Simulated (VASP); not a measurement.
# NbP3Pd2 (Imm2) in VASP: single point with r2SCAN+rVV10

Aim: the single point of NbP3Pd2 with r2SCAN+rVV10.

All numbers are computed with VASP 6.6.1; they aren't measurements. Logs are shortened: lines on timing, memory, paths and dates and some standing lists are left out, and cuts for length are marked.

### Step 1. The cell of the first run

It takes space group Imm2 (No. 44, orthorhombic). Conventional cell: a = 4.610 Å, b = 6.477 Å, c = 6.499 Å, α = 90.00°, β = 90.00°, γ = 90.00°. Within 3.3 Å of Nb (site symmetry mm2) lie 4 P at 2.49 to 2.52 Å and 6 Pd at 2.98 to 3.04 Å. P (site symmetry m) has 2 P at 2.15 to 2.46 Å and 4 Pd at 2.47 to 2.69 Å and 1 Nb at 2.52 Å within 2.8 Å. P (site symmetry mm2) has 6 Pd at 2.43 to 3.18 Å and 2 Nb at 2.49 Å and 8 P at 3.31 to 3.53 Å within 3.6 Å. Pd (site symmetry m) has 7 P at 2.43 to 3.18 Å and 1 Pd at 2.71 Å and 3 Nb at 2.98 to 3.04 Å within 3.2 Å.

### Step 2. Single point, r2SCAN+rVV10

POSCAR reads:

```
NbP3Pd2
1.0
   -2.3050786397      3.2385111419      3.2494653247
    2.3050786397     -3.2385111419      3.2494653247
    2.3050786397      3.2385111419     -3.2494653247
Nb P Pd
1 3 2
Direct
   -0.0054085595     -0.0054085595      0.0000000000
    0.6565049844      0.3899404576      0.7334354733
    0.6565049844      0.9230695111      0.2665645267
    0.1384804484      0.6384804484      0.5000000000
    0.6114918838      0.4019590713      0.2095328125
    0.1924262587      0.4019590713      0.7904671875
```

INCAR.step1 reads:

```
SYSTEM = NbP3Pd2
PREC = Accurate
ENCUT = 520
ISMEAR = -1
SIGMA = 0.03
LREAL = .FALSE.
LASPH = .TRUE.
NELM = 60
NBANDS = 33
GGA = PE
ALGO = Normal
EDIFF = 1E-4
LWAVE = .TRUE.
LCHARG = .FALSE.
```

INCAR.step2 reads:

```
SYSTEM = NbP3Pd2
PREC = Accurate
ENCUT = 520
EDIFF = 1E-6
ISMEAR = -1
SIGMA = 0.03
LREAL = .FALSE.
LASPH = .TRUE.
NELM = 60
ALGO = Normal
ISIF = 2
LWAVE = .FALSE.
LCHARG = .FALSE.
METAGGA = R2SCAN
LMIXTAU = .TRUE.
LUSE_VDW = .TRUE.
IVDW_NL = 2
BPARAM = 11.95
CPARAM = 0.0093
NBANDS = 33
ISTART = 1
```

KPOINTS reads:

```
Automatic mesh
0
G
  6 6 6
  0 0 0
```

Potentials or basis: VASP PAW PBE potentials, release 64 (Nb_sv, P, Pd).

The run is started by

```bash
$ cat potpaw_PBE.64/Nb_sv/POTCAR potpaw_PBE.64/P/POTCAR potpaw_PBE.64/Pd/POTCAR > POTCAR
$ cp INCAR.step1 INCAR
$ mpirun -np 1 vasp_std > vasp.out
$ cp INCAR.step2 INCAR
$ mpirun -np 1 vasp_std > vasp.out
```

OUTCAR:

```text
SYSTEM = NbP3Pd2
   PREC = Accurate
   ENCUT = 520
   EDIFF = 1E-6
   ISMEAR = -1
   LREAL = .FALSE.
   LASPH = .TRUE.
   NELM = 60
   ISIF = 2
   METAGGA = R2SCAN
   IVDW_NL = 2
   BPARAM = 11.95
   ISTART = 1

 ion  position               nearest neighbor table
   1  0.995  0.995  0.000-   4 2.49   4 2.49   3 2.52   2 2.52   6 2.98   5 2.98   6 3.04   5 3.04
                             5 3.04   6 3.04
   2  0.657  0.390  0.733-   3 2.15   3 2.46   5 2.47   6 2.47   1 2.52   6 2.69   5 2.69
   3  0.657  0.923  0.267-   2 2.15   2 2.46   5 2.47   6 2.47   1 2.52   6 2.69   5 2.69
   4  0.138  0.638  0.500-   6 2.43   5 2.43   1 2.49   1 2.49   6 3.18   5 3.18   5 3.18   6 3.18

   5  0.611  0.402  0.210-   4 2.43   2 2.47   3 2.47   3 2.69   2 2.69   6 2.71   1 2.98   1 3.04
                             1 3.04   4 3.18   4 3.18
   6  0.192  0.402  0.790-   4 2.43   3 2.47   2 2.47   2 2.69   3 2.69   5 2.71   1 2.98   1 3.04
                             1 3.04   4 3.18   4 3.18

  LATTYP: Found a body centered orthorhombic cell.
 ALAT       =     4.6101572794
 B/A-ratio  =     1.4049460553
 C/A-ratio  =     1.4096982501

  Lattice vectors:

 A1 = (  -2.3050786397,   3.2385111419,   3.2494653247)
 A2 = (   2.3050786397,  -3.2385111419,   3.2494653247)
 A3 = (   2.3050786397,   3.2385111419,  -3.2494653247)

Analysis of symmetry for initial positions (statically):
=====================================================================
 Subroutine PRICEL returns:
 Original cell was already a primitive cell.

 Routine SETGRP: Setting up the symmetry group for a
 body centered orthorhombic supercell.

 Subroutine GETGRP returns: Found  4 space group operations
 (whereof  4 operations were pure point group operations)
 out of a pool of  8 trial point group operations.

The static configuration has the point symmetry C_2v.

Analysis of symmetry for dynamics (positions and initial velocities):
=====================================================================
 Subroutine PRICEL returns:
 Original cell was already a primitive cell.

 Routine SETGRP: Setting up the symmetry group for a
 body centered orthorhombic supercell.

 Subroutine GETGRP returns: Found  4 space group operations
 (whereof  4 operations were pure point group operations)
 out of a pool of  8 trial point group operations.

The dynamic configuration has the point symmetry C_2v.

 Subroutine INISYM returns: Found  4 space group operations
 (whereof  4 operations are pure point group operations),
 and found     1 'primitive' translations

[... 109 lines left out ...]
   ISYM   =      2    0-nonsym 1-usesym 2-fastsym
   POTIM  = 0.5000    time-step for ionic-motion
   TEBEG  =    0.0;   TEEND  =   0.0 temperature during run
   PSTRESS=    0.0 pullay stress
   NELECT =      48.0000    total number of electrons
   NUPDOWN=      -1.0000    fix difference up-down
   EMIN   =  10.00;   EMAX   =-10.00  energy-range for DOS
   EFERMI =   0.00;   METHOD = LEGACY
   ISMEAR =    -1;   SIGMA  =   0.03  broadening in eV -4-tet -1-fermi 0-gaus
   EFERMI_NEDOS =   21; number of points for ismear=-14 and -15
   IALGO  =     38    algorithm
   IMIX   =      4    mixing-type and parameters
     AMIX     =   0.40;   BMIX     =  1.00
     AMIX_MAG =   1.60;   BMIX_MAG =  1.00
  volume/ion in A,a.u.               =      16.17       109.13
  Fermi-wavevector in a.u.,A,eV,Ry     =   1.294755  2.446732 22.808674  1.676390
  Thomas-Fermi vector in A             =   2.426318
   LORBIT       =      0    0 simple, 1 ext, 2 COOP (PROOUT), +10 PAW based schemes
   METAGGA = R2SCAN    functional components
   LHFCALC =     F    Hartree Fock is set to
   AEXX    =    0.0000 exact exchange contribution
   IVDW_NL    =     2    kernel type
   BPARAM     =11.9500
   IVDW    =     0    specifies the selected vdW correction
   LEPSILON=     F    determine dielectric tensor
   LRPA    =     F    only Hartree local field effects (RPA)
 non-spin polarized calculation
  energy-cutoff  :      520.00
  volume of cell :       97.03
 maximum number of plane-waves:      2631
 NGX is ok and might be reduce to    40
   NGX = 19   NGY = 19   NGZ = 19

 number of electron      48.0000000 magnetization

 Free energy of the ion-electron system (eV)
  ---------------------------------------------------
  ext. energy  EPLUGINS =         0.00000000
  ---------------------------------------------------
  free energy    TOTEN  =       -97.32100241 eV

  energy without entropy =      -97.30717251  energy(sigma->0) =      -97.31408746

 E-fermi :   9.5249     XC(G=0): -12.5059

 val. band max:        9.5134335491   @ k =   0.0000   0.5000   0.0000
 cond. band min:       9.5253047592   @ k =  -0.3333   0.1667   0.0000
 fundamental gap:      0.0118712101
 Fermi energy:         9.5248792310

 k-point     1 :       0.0000    0.0000    0.0000
  band No.  band energies     occupation
      1     -47.7339      2.00000
      2     -23.2242      2.00000
      3     -23.1310      2.00000
      4     -23.0523      2.00000
      5      -5.4705      2.00000
      6      -1.7736      2.00000
[... 853 lines left out ...]
     32      14.1364      0.00000
     33      15.3337      0.00000

 [... further k-points ...]

------------------------ aborting loop because EDIFF is reached ----------------------------------------

  FORCE on cell =-STRESS in cart. coord.  units (eV):
  Direction    XX          YY          ZZ          XY          YZ          ZX
  --------------------------------------------------------------------------------------
  -------------------------------------------------------------------------------------
  Total       -0.1361392      0.2036132      0.0635502      0.0000000      0.0000000      0.0000000
  in kB       -2.2479706      3.3621217      1.0493591      0.0000000      0.0000000      0.0000000
  external PRESSURE =       0.7211701 kB  Pullay stress =       0.0000000 kB

 VOLUME and BASIS-vectors are now :
 -----------------------------------------------------------------------------
  energy-cutoff  :      520.00
  volume of cell :       97.03
      direct lattice vectors                 reciprocal lattice vectors
    -2.305078640  3.238511142  3.249465325     0.000000000  0.154391934  0.153871468
     2.305078640 -3.238511142  3.249465325     0.216912339  0.000000000  0.153871468
     2.305078640  3.238511142 -3.249465325     0.216912339  0.154391934  0.000000000

 POSITION                                       TOTAL-FORCE (eV/Angst)
 -----------------------------------------------------------------------------------
      0.00000      0.00000      6.46378        -0.000000     -0.000000     -0.020085
      1.07617      3.23851      1.01712        -0.086669      0.000000      0.014901
      1.22890      0.00000      4.26658         0.086669     -0.000000      0.014901
      2.30508      0.00000      0.89997        -0.000000      0.000000     -0.021626
      0.00000      1.35715      2.61230         0.000000      0.011500      0.005954
      2.30508      1.88136     -0.63716         0.000000     -0.011500      0.005954
 -----------------------------------------------------------------------------------
    total drift:                                0.000000     -0.000000     -0.000299

  FREE ENERGIE OF THE ION-ELECTRON SYSTEM (eV)
  ---------------------------------------------------
  free  energy   TOTEN  =       -97.3210024128 eV

  energy  without entropy=      -97.3071725111  energy(sigma->0) =      -97.31408746
```

OUTCAR.step1:

```text
SYSTEM = NbP3Pd2
   PREC = Accurate
   ENCUT = 520
   ISMEAR = -1
   LREAL = .FALSE.
   LASPH = .TRUE.
[... 1106 lines left out ...]
      2.30508      0.00000      0.89997         0.000000     -0.000000      0.172525
      0.00000      1.35715      2.61230        -0.000000      0.048705     -0.139235
      2.30508      1.88136     -0.63716         0.000000     -0.048705     -0.139235
 -----------------------------------------------------------------------------------
    total drift:                               -0.000000      0.000000     -0.001403

  FREE ENERGIE OF THE ION-ELECTRON SYSTEM (eV)
  ---------------------------------------------------
  free  energy   TOTEN  =       -37.4704321803 eV

  energy  without entropy=      -37.4560884396  energy(sigma->0) =      -37.46326031
```

OSZICAR.step1:

```text
N       E                     dE             d eps       ncg     rms          rms(c)
DAV:   1     0.344131884385E+03    0.34413E+03   -0.23374E+04  3036   0.139E+03
DAV:   2    -0.170307110585E+02   -0.36116E+03   -0.34077E+03  3487   0.381E+02
DAV:   3    -0.387941300499E+02   -0.21763E+02   -0.20896E+02  4736   0.817E+01
DAV:   4    -0.398701818163E+02   -0.10761E+01   -0.10691E+01  4480   0.175E+01
DAV:   5    -0.398958285220E+02   -0.25647E-01   -0.25621E-01  4614   0.251E+00    0.171E+01
DAV:   6    -0.379514796125E+02    0.19443E+01   -0.98550E+00  4432   0.232E+01    0.842E+00
DAV:   7    -0.376066327927E+02    0.34485E+00   -0.19466E+00  4548   0.105E+01    0.646E+00
DAV:   8    -0.375484366839E+02    0.58196E-01   -0.56605E-01  4375   0.663E+00    0.315E+00
DAV:   9    -0.374701168172E+02    0.78320E-01   -0.22428E-01  3785   0.419E+00    0.623E-01
DAV:  10    -0.374706067783E+02   -0.48996E-03   -0.22230E-02  4224   0.902E-01    0.357E-01
DAV:  11    -0.374704235588E+02    0.18322E-03   -0.23748E-03  3839   0.407E-01    0.123E-01
DAV:  12    -0.374704321803E+02   -0.86215E-05   -0.38489E-04  3312   0.146E-01
   1 F= -.37470432E+02 E0= -.37463260E+02  d E =-.143437E-01
```

Wall time 10 min (1 thread of Intel Xeon Platinum 8375C at 2.90GHz (Ice Lake), shared host); peak memory 0.58 GiB.

What came out:

```yaml
Free_energy: -97.3210 eV
Pressure: 0.1 GPa
Largest_force: 0.088 eV/Å
Band_gap_on_the_k_mesh: zero (bands 24 and 25 overlap by 0.99 eV)
```

Forces on the atoms (eV/Å):
```
Nb   0.000  0.000 -0.020
P   -0.087  0.000  0.015
P    0.087  0.000  0.015
P    0.000  0.000 -0.022
Pd   0.000  0.011  0.006
Pd   0.000 -0.011  0.006
```

Caveat: the PAW data sets were made with another functional, which shifts forces and pressure a little.
